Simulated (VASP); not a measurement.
**TiO2: single point with PBE+U**

Crystal: TiO2.

```
Ti O
1.0
     2.65533   -2.65540   -0.01981
     2.65533    2.65540   -0.01981
    -2.61931    0.00000    4.82995
Ti O
2 4
Direct
  0.12501 0.87499 0.25000
  0.87499 0.12501 0.75000
  0.32409 0.07411 0.64818
  0.67591 0.92589 0.35182
  0.92589 0.67591 0.85182
  0.07411 0.32409 0.14818
```

This cell differs from its parent crystal: atoms shifted along a free coordinate.

| Item | Value |
| --- | --- |
| Program | VASP 6.6.1 |
| Task | single point |
| Functional | PBE |
| Potentials or basis | VASP PAW PBE potentials, release 64 (Ti_sv, O) |
| Cutoff | 520 eV |
| k mesh | 6 × 6 × 6 |
| Occupations | gaussian, width 0.05 eV |
| Spin | no spin polarisation |
| Hubbard terms | Ti d U = 4.0 eV |
| Dipole correction | no |
| Further INCAR settings | ALGO = Normal; EDIFF = 1e-06; NBANDS = 33 |

- Pressure: 20.2 GPa
- Largest force: 1.686 eV/Å
- Band gap on the k mesh: 2.91 eV (least direct gap 3.15 eV)

Forces in eV/Å, atoms in the order of the input:
```
Ti   0.000  0.000  0.000
Ti   0.000  0.000  0.000
O    0.012  0.000  1.686
O   -0.012  0.000 -1.686
O   -0.012  0.000 -1.686
O    0.012  0.000  1.686
```

Stress tensor (GPa, compression positive):
```
15.47  0.00  0.11
 0.00 15.47  0.00
 0.11  0.00 29.77
```

Levels at points of the mesh, in eV from the valence-band top:
| k point | band 21 | band 22 | band 23 | band 24 | band 25 | band 26 | band 27 | band 28 |
| --- | --- | --- | --- | --- | --- | --- | --- | --- |
| (0.00, 0.00, 0.00) | -0.59 | -0.59 | -0.40 | -0.40 | 2.91 | 3.68 | 4.96 | 4.96 |
| (0.50, 0.00, 0.00) | -1.85 | -0.87 | -0.68 | -0.60 | 3.92 | 4.20 | 4.25 | 4.37 |
| (0.50, 0.50, 0.00) | -1.82 | -1.82 | -0.24 | -0.24 | 3.93 | 3.93 | 4.39 | 4.39 |
| (0.00, 0.00, 0.50) | -1.08 | -1.08 | 0.00 | 0.00 | 3.28 | 3.28 | 4.61 | 4.61 |
| (0.50, 0.00, 0.50) | -1.85 | -0.87 | -0.68 | -0.60 | 3.92 | 4.20 | 4.25 | 4.37 |
| (0.50, 0.50, 0.50) | -1.82 | -1.82 | -0.24 | -0.24 | 3.93 | 3.93 | 4.39 | 4.39 |

Eigenvalues of the final occupation matrices:
```tsv
site	spin	trace	eigenvalues
site 1 d	1	0.84	0.10 0.11 0.11 0.25 0.27
site 1 d	2	0.84	0.10 0.11 0.11 0.25 0.27
site 2 d	1	0.84	0.10 0.11 0.11 0.25 0.27
site 2 d	2	0.84	0.10 0.11 0.11 0.25 0.27
```

Run time: 4.2 min on 1 thread of Intel Xeon 8259CL, with other jobs on the host, peak memory 0.25 GiB.

Caveat: the cell differs from its parent crystal (atoms shifted along a free coordinate); the cell stands under pressure; forces of over 1 eV/Å act on the atoms, so gaps and moduli don't describe the material at rest. A k mesh can miss the band edges.
